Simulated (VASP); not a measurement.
Input of a VASP 6.6.1 run:

The input INCAR:

```
PREC = Accurate ; ENCUT = 600
EDIFF = 1E-6 ; ISMEAR = -1
SIGMA = 0.08 ; LREAL = False
LASPH = True ; NELM = 60
ALGO = Normal ; ISIF = 3
LWAVE = False ; LCHARG = False
GGA = PE ; IBRION = 2
NSW = 32 ; EDIFFG = -0.005
PSTRESS = 760.0
```

The input KPOINTS:

```
Automatic mesh
0
Gamma
  16 16 16
```

POSCAR

```
WC
1.0
    0.0000000000      2.0828576685      2.0828576685
    2.0828576685      0.0000000000      2.0828576685
    2.0828576685      2.0828576685      0.0000000000
W C
1 1
Direct
    0.0000000000      0.0000000000      0.0000000000
    0.5000000000      0.5000000000      0.5000000000
```

Potentials or basis: VASP PAW PBE potentials, release 64 (W_sv, C).

Run with:

```bash
$ cat potpaw_PBE.64/W_sv/POTCAR potpaw_PBE.64/C/POTCAR > POTCAR
$ mpirun -np 1 vasp_std > vasp.out
```

Predict the relaxed cell.

a = 2.948 Å, b = 2.948 Å, c = 2.948 Å, α = 60.00°, β = 60.00°, γ = 60.00°.

Predict the space group after relaxing (to 0.1 Å).

Fm-3m (No. 225).

What does it give for the relaxed volume?

9.06 Å³/atom.

Step by step:
| step | energy change (eV) | largest force (eV/Å) | pressure (GPa) | volume (Å³) |
| --- | --- | --- | --- | --- |
| 1 | 0.0000 | 0.0000 | 77.69 | 18.07 |
| 2 | -0.1143 | 0.0000 | 68.66 | 18.32 |
| 3 | -0.0218 | 0.0000 | 76.01 | 18.12 |

Caveat: the cell is relaxed towards a set pressure, so the run minimises the enthalpy, not the energy; the highest band is partly filled, so the run has too few bands.
